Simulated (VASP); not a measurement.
Runs of VASP 6.6.1 on LiHF2. The structure is that of space group R-3m (No. 166), or close to it. The cells are those of the table. 

| cell | gap on the mesh (eV) | largest force (eV/Å) |
| --- | --- | --- |
| a = 4.684 Å, angles 36.5°, 4 atoms | 9.27 | (d) |
| a = 4.555 Å, angles 36.5°, 4 atoms | 9.79 | 0.66 |
| a = 4.488 Å, angles 36.5°, 4 atoms | (a) | 1.05 |
| a = 4.745 Å, angles 36.5°, 4 atoms | 9.04 | 0.26 |
| a = 4.805 Å, angles 36.5°, 4 atoms | 8.82 | 0.49 |
| a = 4.620 Å, angles 36.5°, 4 atoms | (c) | 0.32 |
| a = 4.864 Å, angles 36.5°, 4 atoms | 8.61 | (b) |

Alike in all rows: task single point; level r2SCAN; potentials or basis VASP PAW PBE potentials, release 64 (Li_sv, H, F); no spin polarisation; k mesh 7 × 7 × 7; cutoff (eV) 520; smearing methfessel-paxton 0.1 eV.

Q: Fill in the values left out.

A: (a) 10.08; (b) 0.70; (c) 9.52; (d) 0.01.

Caveats: the PAW data sets were made with another functional, which shifts forces and pressure a little.

A k mesh can miss the band edges.
